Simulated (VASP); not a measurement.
**CoO: single point with PBE**

CoO:

```
Co O
1.0
     0.00000    2.10270    2.10270
     2.10270    0.00000    2.10270
     2.10270    2.10270    0.00000
Co O
1 1
Direct
  0.00000 0.00000 0.00000
  0.50000 0.50000 0.50000
```

- Program: VASP 6.6.1
- Task: single point
- Functional: PBE
- Potentials or basis: VASP PAW PBE potentials, release 64 (Co, O)
- Cutoff: 520 eV
- k mesh: 16 × 16 × 16
- Occupations: gaussian, width 0.1 eV
- Spin: collinear spin, ferromagnetic start
- Starting moments: [2.74, 0.35] μB
- Dipole correction: no
- Further INCAR settings: ALGO = Normal; EDIFF = 1e-06; NBANDS = 18

| Property | Result |
| --- | --- |
| Pressure | 4.3 GPa |
| Net moment | 2.76 μB per cell |
| Site moments | Co +2.46; O +0.26 μB |
| Valence electrons inside the program's atomic spheres | Co 7.87; O 4.99 |

Levels at points of the mesh, in eV from the Fermi level:
Spin up:
| k point | band 6 | band 7 | band 8 | band 9 | band 10 | band 11 | band 12 | band 13 |
| --- | --- | --- | --- | --- | --- | --- | --- | --- |
| (0.00, 0.00, 0.00) | -3.22 | -3.05 | -3.05 | -3.05 | 1.21 | 16.98 | 18.45 | 18.45 |
| (0.50, 0.00, 0.00) | -2.27 | -1.71 | 0.24 | 0.24 | 5.16 | 9.71 | 13.71 | 13.71 |
| (0.50, 0.50, 0.00) | -2.85 | -2.28 | -1.96 | -1.96 | 6.15 | 10.06 | 11.88 | 16.21 |
Spin down:
| k point | band 4 | band 5 | band 6 | band 7 | band 8 | band 9 |
| --- | --- | --- | --- | --- | --- | --- |
| (0.00, 0.00, 0.00) | -2.80 | -1.19 | -1.19 | -1.19 | 0.00 | 0.00 |
| (0.50, 0.00, 0.00) | -4.93 | -0.15 | -0.15 | 0.16 | 2.77 | 2.77 |
| (0.50, 0.50, 0.00) | -4.08 | -2.39 | 0.12 | 0.12 | 0.51 | 1.03 |

Run time: 50 s on 1 thread of Intel(R) Xeon(R) Platinum 8488C (Sapphire Rapids), with other jobs on the host, peak memory 0.2 GiB.

Caveat: the cell stands under pressure; a cell with one magnetic atom can't hold antiferromagnetic order, which such compounds often take; semilocal functionals often make such compounds metallic where correlation or magnetic order opens a gap, which also shifts bond lengths. With open d or f shells a metallic result of PBE can be an artefact of self-interaction; +U or a hybrid may open a gap.
